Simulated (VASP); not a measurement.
Set up this calculation in VASP 6.6.1, as the native input.

| Quantity | Value |
| --- | --- |
| Task | single point |
| Functional | PBE |
| Potentials or basis | VASP PAW PBE potentials, release 64 (C, Si) |
| Cutoff | 520 eV |
| k mesh | 10 × 10 × 10 |
| Occupations | fermi-dirac, width 0.02 eV |
| Spin | no spin polarisation |
| Dipole correction | no |
| Further INCAR settings | ALGO = Normal; EDIFF = 1e-06; NBANDS = 16 |

The structure of SiC3 lies in POSCAR:

```
SiC3
1.0
    1.3739617443      0.7932571828      4.6973960637
   -1.3739617443      0.7932571828      4.6973960637
    0.0000000000     -1.5865143660      4.6973960636
C Si
3 1
Direct
    1.0087035159      0.0087035159      0.0087035159
    0.4878149803      0.4878149803      0.4878149803
    0.3789771080      0.3789771080      0.3789771080
    0.8745043958      0.8745043958      0.8745043958
```

This cell differs from its parent crystal: epitaxial xy strain -2.9%.

The input as run:

INCAR

```
ALGO = Normal
EDIFF = 1E-6
ENCUT = 520
GGA = PE
ISIF = 2
ISMEAR = -1
LASPH = True
LCHARG = False
LREAL = False
LWAVE = False
NBANDS = 16
NELM = 60
PREC = Accurate
SIGMA = 0.02
```

KPOINTS

```
k-points
0
Gamma
  10 10 10
```

Potentials or basis: VASP PAW PBE potentials, release 64 (C, Si).

Run with:

```sh
$ cat potpaw_PBE.64/C/POTCAR potpaw_PBE.64/Si/POTCAR > POTCAR
$ mpirun -np 1 vasp_std > vasp.out
```

Results of the run:

The pressure is 18.6 GPa. The largest force is 0.377 eV/Å. The band gap on the k mesh is 1.05 eV, indirect (least direct gap 2.84 eV).

Caveat: the cell differs from its parent crystal (epitaxial xy strain -2.9%).

It took 68 s on 1 thread of Intel(R) Xeon(R) 6975P-C (Granite Rapids) (shared host), peak memory 0.24 GiB.
